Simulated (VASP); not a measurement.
# Si4Ge3 (R-3m) in VASP: single point with PBE

Aim: the single point of Si4Ge3 with PBE.

All numbers are computed with VASP 6.6.1; they aren't measurements. Logs are shortened: lines on timing, memory, paths and dates and some standing lists are left out, and cuts for length are marked.

### Step 1. The cell of the first run

It takes space group R-3m (No. 166, trigonal). Conventional cell: a = 3.729 Å, b = 3.729 Å, c = 31.234 Å, α = 90.00°, β = 90.00°, γ = 120.00°. Si (site symmetry 3m) has 3 Si at 2.46 Å and 3 Ge at 2.64 Å within 3.2 Å. Within 3.2 Å of Si (site symmetry 3m) lie 3 Si at 2.46 Å and 3 Ge at 2.69 Å. Within 3.5 Å of Ge (site symmetry -3m) lie 6 Si at 2.69 Å. Within 3.5 Å of Ge (site symmetry 3m) lie 6 Si at 2.64 to 3.46 Å and 3 Ge at 2.79 Å.

### Step 2. Single point, PBE

Input file INCAR:

```
SYSTEM = Si4Ge3
  ALGO = Normal
  EDIFF = 1E-6
  ENCUT = 520
  GGA = PE
  ISIF = 2
  ISMEAR = 0
  LASPH = .True.
  LCHARG = .False.
  LREAL = .False.
  LWAVE = .False.
  NBANDS = 38
  NELM = 100
  PREC = Accurate
  SIGMA = 0.2
```

Input file KPOINTS:

```
k-points
0
Gamma
  5 5 5
  0 0 0
```

Input file POSCAR:

```
Si4Ge3
1.0
    1.8642509854      1.0763258065     10.4113949899
   -1.8642509854      1.0763258065     10.4113949899
    0.0000000000     -2.1526516182     10.4113949894
Si Ge
4 3
Direct
    0.4228435361      0.4228435361      0.4228435361
    0.5771564639      0.5771564639      0.5771564639
    0.2816974436      0.2816974436      0.2816974436
    0.7183025564      0.7183025564      0.7183025564
    0.0000000000      0.0000000000      0.0000000000
    0.1382981549      0.1382981549      0.1382981549
    0.8617018451      0.8617018451      0.8617018451
```

Potentials or basis: VASP PAW PBE potentials, release 64 (Si, Ge_d).

On the command line:

```bash
> cat potpaw_PBE.64/Si/POTCAR potpaw_PBE.64/Ge_d/POTCAR > POTCAR
> mpirun -np 1 vasp_std > vasp.out
```

OUTCAR:

```text
SYSTEM = Si4Ge3
   EDIFF = 1E-6
   ENCUT = 520
   GGA = PE
   ISIF = 2
   ISMEAR = 0
   LASPH = .True.
   LREAL = .False.
   NELM = 100
   PREC = Accurate

 ion  position               nearest neighbor table
   1  0.423  0.423  0.423-   4 2.46   4 2.46   4 2.46   6 2.64   6 2.64   6 2.64
   2  0.577  0.577  0.577-   3 2.46   3 2.46   3 2.46   7 2.64   7 2.64   7 2.64
   3  0.282  0.282  0.282-   2 2.46   2 2.46   2 2.46   5 2.69   5 2.69   5 2.69
   4  0.718  0.718  0.718-   1 2.46   1 2.46   1 2.46   5 2.69   5 2.69   5 2.69
   5  0.000  0.000  0.000-   4 2.69   3 2.69   4 2.69   4 2.69   3 2.69   3 2.69
   6  0.138  0.138  0.138-   1 2.64   1 2.64   1 2.64   7 2.79   7 2.79   7 2.79
   7  0.862  0.862  0.862-   2 2.64   2 2.64   2 2.64   6 2.79   6 2.79   6 2.79

  LATTYP: Found a trigonal (rhomboedric) cell.
 ALAT       =    10.6316063986
 COS(alpha) =     0.9385048339

  Lattice vectors:

 A1 = (   1.8642509854,   1.0763258065,  10.4113949899)
 A2 = (  -1.8642509854,   1.0763258065,  10.4113949899)
 A3 = (   0.0000000000,  -2.1526516182,  10.4113949894)

Analysis of symmetry for initial positions (statically):
=====================================================================
 Subroutine PRICEL returns:
 Original cell was already a primitive cell.

 Routine SETGRP: Setting up the symmetry group for a
 trigonal (rhombohedral) supercell.

 Subroutine GETGRP returns: Found 12 space group operations
 (whereof 12 operations were pure point group operations)
 out of a pool of 12 trial point group operations.

The static configuration has the point symmetry D_3d.

Analysis of symmetry for dynamics (positions and initial velocities):
=====================================================================
 Subroutine PRICEL returns:
 Original cell was already a primitive cell.

 Routine SETGRP: Setting up the symmetry group for a
 trigonal (rhombohedral) supercell.

 Subroutine GETGRP returns: Found 12 space group operations
 (whereof 12 operations were pure point group operations)
 out of a pool of 12 trial point group operations.

The dynamic configuration has the point symmetry D_3d.

 Subroutine INISYM returns: Found 12 space group operations
 (whereof 12 operations are pure point group operations),
 and found     1 'primitive' translations

[... 100 lines left out ...]
   EDIFFG = 0.1E-04   stopping-criterion for IOM
   NSW    =      0    number of steps for IOM
   IBRION =     -1    ionic relax: 0-MD 1-quasi-New 2-CG
   NFREE  =      0    steps in history (QN), initial steepest desc. (CG)
   ISIF   =      2    stress and relaxation
   ISYM   =      2    0-nonsym 1-usesym 2-fastsym
   POTIM  = 0.5000    time-step for ionic-motion
   TEBEG  =    0.0;   TEEND  =   0.0 temperature during run
   PSTRESS=    0.0 pullay stress
   NELECT =      58.0000    total number of electrons
   NUPDOWN=      -1.0000    fix difference up-down
   EMIN   =  10.00;   EMAX   =-10.00  energy-range for DOS
   EFERMI =   0.00;   METHOD = LEGACY
   ISMEAR =     0;   SIGMA  =   0.20  broadening in eV -4-tet -1-fermi 0-gaus
   EFERMI_NEDOS =   21; number of points for ismear=-14 and -15
   IALGO  =     38    algorithm
   IMIX   =      4    mixing-type and parameters
     AMIX     =   0.40;   BMIX     =  1.00
     AMIX_MAG =   1.60;   BMIX_MAG =  1.00
  volume/ion in A,a.u.               =      17.91       120.84
  Fermi-wavevector in a.u.,A,eV,Ry     =   1.266236  2.392839 21.814957  1.603354
  Thomas-Fermi vector in A             =   2.399448
   LORBIT       =      0    0 simple, 1 ext, 2 COOP (PROOUT), +10 PAW based schemes
   GGA     = PE    functional components
   LHFCALC =     F    Hartree Fock is set to
   AEXX    =    0.0000 exact exchange contribution
   IVDW    =     0    specifies the selected vdW correction
   LEPSILON=     F    determine dielectric tensor
   LRPA    =     F    only Hartree local field effects (RPA)
 non-spin polarized calculation
 Gauss-broadening in eV      SIGMA  =   0.20
  energy-cutoff  :      520.00
  volume of cell :      125.35
 maximum number of plane-waves:      3398
   NGX = 39   NGY = 39   NGZ = 39

 number of electron      57.9999997 magnetization

 Free energy of the ion-electron system (eV)
  ---------------------------------------------------
  ext. energy  EPLUGINS =         0.00000000
  ---------------------------------------------------
  free energy    TOTEN  =       -33.08478453 eV

  energy without entropy =      -33.03072155  energy(sigma->0) =      -33.05775304

 E-fermi :   7.0978     XC(G=0): -10.7318

 val. band max:        7.0138471983   @ k =   0.4000   0.4000   0.2000
 cond. band min:       7.1820584856   @ k =   0.4000   0.4000   0.2000
 fundamental gap:      0.1682112873
 Fermi energy:         7.0977535567

 k-point     1 :       0.0000    0.0000    0.0000
  band No.  band energies     occupation
      1     -17.5538      2.00000
      2     -17.5538      2.00000
      3     -17.5037      2.00000
      4     -17.5035      2.00000
      5     -17.5035      2.00000
      6     -17.4865      2.00000
[... 768 lines left out ...]
     37      11.5557      0.00000
     38      12.3333      0.00000

------------------------ aborting loop because EDIFF is reached ----------------------------------------

  FORCE on cell =-STRESS in cart. coord.  units (eV):
  Direction    XX          YY          ZZ          XY          YZ          ZX
  --------------------------------------------------------------------------------------
  -------------------------------------------------------------------------------------
  Total        0.2925345      0.2925345     -0.1510840      0.0000000      0.0000000      0.0000000
  in kB        3.7392061      3.7392061     -1.9311717      0.0000000      0.0000000      0.0000000
  external PRESSURE =       1.8490802 kB  Pullay stress =       0.0000000 kB

 VOLUME and BASIS-vectors are now :
 -----------------------------------------------------------------------------
  energy-cutoff  :      520.00
  volume of cell :      125.35
      direct lattice vectors                 reciprocal lattice vectors
     1.864250985  1.076325807 10.411394990     0.268204230  0.154847784  0.032016203
    -1.864250985  1.076325807 10.411394990    -0.268204230  0.154847784  0.032016203
     0.000000000 -2.152651618 10.411394989     0.000000000 -0.309695569  0.032016203

 POSITION                                       TOTAL-FORCE (eV/Angst)
 -----------------------------------------------------------------------------------
      0.00000     -0.00000     13.20717         0.000000      0.000000     -0.021828
      0.00000     -0.00000     18.02701         0.000000     -0.000000      0.021828
      0.00000     -0.00000      8.79859         0.000000      0.000000     -0.018582
      0.00000     -0.00000     22.43559         0.000000     -0.000000      0.018582
      0.00000      0.00000      0.00000         0.000000      0.000000      0.000000
      0.00000     -0.00000      4.31963         0.000000      0.000000     -0.002386
      0.00000     -0.00000     26.91455         0.000000     -0.000000      0.002386
 -----------------------------------------------------------------------------------
    total drift:                               -0.000000     -0.000000      0.000000

  FREE ENERGIE OF THE ION-ELECTRON SYSTEM (eV)
  ---------------------------------------------------
  free  energy   TOTEN  =       -33.0847845268 eV

  energy  without entropy=      -33.0307215459  energy(sigma->0) =      -33.05775304
```

OSZICAR:

```text
N       E                     dE             d eps       ncg     rms          rms(c)
DAV:   1     0.522935719913E+03    0.52294E+03   -0.26662E+04  1736   0.326E+03
DAV:   2     0.604920935518E+02   -0.46244E+03   -0.44547E+03  1444   0.831E+02
DAV:   3    -0.282903895797E+02   -0.88782E+02   -0.86709E+02  1660   0.191E+02
DAV:   4    -0.332603622799E+02   -0.49700E+01   -0.49280E+01  1754   0.496E+01
DAV:   5    -0.333891170023E+02   -0.12875E+00   -0.12863E+00  1714   0.902E+00    0.615E+00
DAV:   6    -0.330821207105E+02    0.30700E+00   -0.97383E-01  1916   0.584E+00    0.343E+00
DAV:   7    -0.330864984868E+02   -0.43778E-02   -0.21846E-01  1868   0.206E+00    0.142E+00
DAV:   8    -0.330842997098E+02    0.21988E-02   -0.48227E-02  1798   0.103E+00    0.350E-01
DAV:   9    -0.330845862168E+02   -0.28651E-03   -0.69764E-03  1748   0.446E-01    0.201E-01
DAV:  10    -0.330847353090E+02   -0.14909E-03   -0.10784E-03  1710   0.216E-01    0.934E-02
DAV:  11    -0.330847850779E+02   -0.49769E-04   -0.24234E-04  1820   0.121E-01    0.250E-02
DAV:  12    -0.330847850956E+02   -0.17710E-07   -0.42025E-05  1724   0.349E-02    0.185E-02
DAV:  13    -0.330847845268E+02    0.56882E-06   -0.60370E-06  1584   0.147E-02
   1 F= -.33084785E+02 E0= -.33057753E+02  d E =-.540630E-01
```

stdout:

```text
POSCAR found type information on POSCAR SiGe
 POSCAR found :  2 types and       7 ions
 scaLAPACK will be used
 LDA part: xc-table for (Slater+PW92), standard interpolation
 POSCAR, INCAR and KPOINTS ok, starting setup
 FFT: planning ... GRIDC
 FFT: planning ... GRID_SOFT
 FFT: planning ... GRID
 WAVECAR not read
 entering main loop
```

Run time: 4.6 min. Hardware: 1 thread of Intel Xeon 6975P-C (Granite Rapids), shared host; peak memory 0.89 GiB.

Results:

* Free energy: -33.0848 eV
* Pressure: 0.2 GPa
* Largest force: 0.022 eV/Å
* Band gap on the k mesh: zero (band 29 reaches 8.37 eV, above the bottom of band 30 at 6.47 eV)

Forces on the atoms (eV/Å):
```
Si   0.000  0.000 -0.022
Si   0.000  0.000  0.022
Si   0.000  0.000 -0.019
Si   0.000  0.000  0.019
Ge   0.000  0.000  0.000
Ge   0.000  0.000 -0.002
Ge   0.000  0.000  0.002
```

Stress tensor (GPa, compression positive):
```
 0.37  0.00  0.00
 0.00  0.37  0.00
 0.00  0.00 -0.19
```

Levels at points of the mesh, in eV from the Fermi level:
| k point | band 27 | band 28 | band 29 | band 30 | band 31 | band 32 |
| --- | --- | --- | --- | --- | --- | --- |
| (0.00, 0.00, 0.00) | 0.55 | 0.55 | 0.69 | 0.69 | 2.61 | 2.61 |

Caveat: the k points lie up to 0.39 Å⁻¹ apart.
